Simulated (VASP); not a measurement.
## BAs: single point with PBE

The system is BAs.

```
B As
1.0
     0.00000    2.40465    2.40465
     2.40465    0.00000    2.40465
     2.40465    2.40465    0.00000
B As
1 1
Cartesian
  1.2023 1.2023 1.2023
  0.0000 0.0000 0.0000
```

```yaml
Program: VASP 6.6.1
Task: single point
Functional: PBE
Potentials_or_basis: VASP PAW PBE potentials, release 64 (B, As)
Cutoff: 500 eV
k_mesh: 10 × 10 × 10
Occupations: gaussian, width 0.02 eV
Spin: no spin polarisation
Dipole_correction: no
Further_INCAR_settings: ALGO = Normal; EDIFF = 1e-06; NBANDS = 11
```

The pressure is 0.6 GPa. The band gap on the k mesh is 1.20 eV, indirect (least direct gap 3.25 eV).

Levels at points of the mesh, in eV from the valence-band top:
```
           k point  band 1  band 2  band 3  band 4  band 5  band 6  band 7  band 8
(0.00, 0.00, 0.00)  -15.22    0.00    0.00    0.00    3.25    3.25    3.25    4.43
(0.50, 0.00, 0.00)  -12.42   -8.64   -1.79   -1.79    2.57    4.76    4.76    8.82
(0.50, 0.50, 0.00)  -11.13   -8.42   -4.00   -4.00    1.45    1.46   11.17   11.17
```

Run time: 10 s on 1 thread of Intel Xeon 6975P-C, on a shared host, peak memory 0.16 GiB.

A k mesh can miss the band edges.
